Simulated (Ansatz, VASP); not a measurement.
# Two plane-wave programs on MnS

The input INCAR:

```
PREC = Accurate
ENCUT = 520
EDIFF = 1E-7
ISMEAR = -1
SIGMA = 0.02
LREAL = F
LASPH = T
NELM = 150
ALGO = Normal
ISIF = 2
LWAVE = F
LCHARG = F
ISPIN = 2
MAGMOM = 4 0
LORBIT = 11
LMAXMIX = 4
GGA = PE
NBANDS = 20
```

File KPOINTS:

```
regular mesh
0
Gamma
  14 14 14
```

POSCAR

```
MnS
1.0
    0.0000000000      2.6045000000      2.6045000000
    2.6045000000      0.0000000000      2.6045000000
    2.6045000000      2.6045000000      0.0000000000
Mn S
1 1
Direct
    0.0000000000      0.0000000000      0.0000000000
    0.5000000000      0.5000000000      0.5000000000
```

Input for Ansatz:

```yaml
crystal:
  lattice:
    - [0.0, 2.6045, 2.6045]
    - [2.6045, 0.0, 2.6045]
    - [2.6045, 2.6045, 0.0]
  atoms:
    - { symbol: Mn, position: [0.0, 0.0, 0.0], spin: 4.0 }
    - { symbol: S, position: [0.5, 0.5, 0.5] }
magnetization:
  spin_polarized: true
hamiltonian:
  xc: pbe
  pseudopotentials: { kind: paw }
kpoints:
  mp_grid: { grid: [14, 14, 14] }
scf:
  occupations: { method: fermi_dirac, width: 0.02 }
  convergence: { dr2_threshold: 1.0e-09 }
basis:
  ecutwfc: 600
output:
  stress: true
```

Alike in both runs: task single point; functional PBE; k mesh 14 × 14 × 14; occupations fermi-dirac, width 0.02 eV; collinear spin.

|  | VASP | Ansatz |
| --- | --- | --- |
| version | VASP 6.6.1 | Ansatz 0.2.0 |
| potentials or method | VASP PAW PBE potentials, release 64 (Mn_pv, S), cutoff 520 eV | scalar-relativistic, plane waves, PAW |
| valence electrons in the cell | 19 | 21 |

VASP gave:

- pressure (GPa): -3.1
- net moment per atom (μB): 2.35
- size of the moment on the site where the two differ most (μB): 4.25

Question: Which values does Ansatz return?

Answer: Pressure (GPa): -3.1; net moment per atom (μB): 2.35; size of the moment on the site where the two differ most (μB): 4.20.

Site moments also hang on the region over which each program counts them. With one functional, cell and mesh, what is left measures potentials, basis and numerics. VASP's potentials hold 19 valence electrons a cell and Ansatz's 21, so a difference there can come from the potentials and not from the codes. Ansatz's warnings: stress scf threshold loose.
